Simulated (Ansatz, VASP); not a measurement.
# One calculation of CuO, two programs

```
Cu O
1.0
     2.34465   -1.71340    0.00000
     2.34465    1.71340    0.00000
    -0.86055    0.00000    5.05944
Cu O
2 2
Direct
  0.00320 0.49680 0.00000
  0.49680 0.00320 0.50000
  0.57140 0.40560 0.25370
  0.40560 0.57140 0.75370
```

Alike in both runs: task single point; functional PBE; k mesh 16 × 16 × 8; no spin polarisation.

|  | VASP | Ansatz |
| --- | --- | --- |
| version | VASP 6.6.1 | Ansatz 0.2.0 |
| potentials or method | VASP PAW PBE potentials, release 64 (Cu, O), cutoff 520 eV | scalar-relativistic, plane waves, PAW |
| occupations | methfessel-paxton of order 1, width 0.05 eV | cold, width 0.05 eV |
| valence electrons in the cell | 34 | 50 |

VASP gave:

* gap on the k mesh at the Fermi level (eV): none
* pressure (GPa): 6.5
* traceless stress, the component that is largest in VASP (GPa): -1.81
* rms of the force components (eV/Å): 0.443

Task: Which values does Ansatz return?

Result: gap on the k mesh at the Fermi level (eV): none; pressure (GPa): 5.7; traceless stress, the component that is largest in VASP (GPa): -1.73; rms of the force components (eV/Å): 0.432.

Atom by atom the forces differ by 0.024 eV/Å (rms over components). A gap of «none» marks a metal or a gap that the smearing closes. VASP's potentials hold 34 valence electrons a cell and Ansatz's 50, so a difference there can come from the potentials and not from the codes.
